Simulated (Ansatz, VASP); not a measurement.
# SnTe: VASP beside Ansatz

```
Sn Te
1.0
     1.67021    4.17553    4.17553
     4.17553    1.67021    4.17553
     4.17553    4.17553    1.67021
Sn Te
1 1
Direct
  0.00000 0.00000 0.00000
  0.50000 0.50000 0.50000
```

Alike in both runs: task single point; functional LDA; k mesh 10 × 10 × 10; occupations gaussian, width 0.03 eV; no spin polarisation.

|  | VASP | Ansatz |
| --- | --- | --- |
| version | VASP 6.6.1 | Ansatz 0.2.0 |
| potentials or method | VASP PAW LDA potentials, release 64 (Sn_d, Te), cutoff 520 eV | scalar-relativistic, plane waves, PAW |
| valence electrons in the cell | 20 | 30 |

|  | VASP | Ansatz | Ansatz less VASP |
| --- | --- | --- | --- |
| gap on the k mesh at the Fermi level (eV) | none | none | - |
| pressure (GPa) | -6.4 | -6.4 | +0.01 |
| traceless stress, the component that is largest in VASP (GPa) | -1.22 | -1.22 | -0.001 |

LDA's correlation is that of Perdew and Zunger in VASP and of Perdew and Wang (1992) in Ansatz. A gap of «none» marks a metal or a gap that the smearing closes. VASP's potentials hold 20 valence electrons a cell and Ansatz's 30, so a difference there can come from the potentials and not from the codes.

Neither program's run includes spin-orbit coupling.
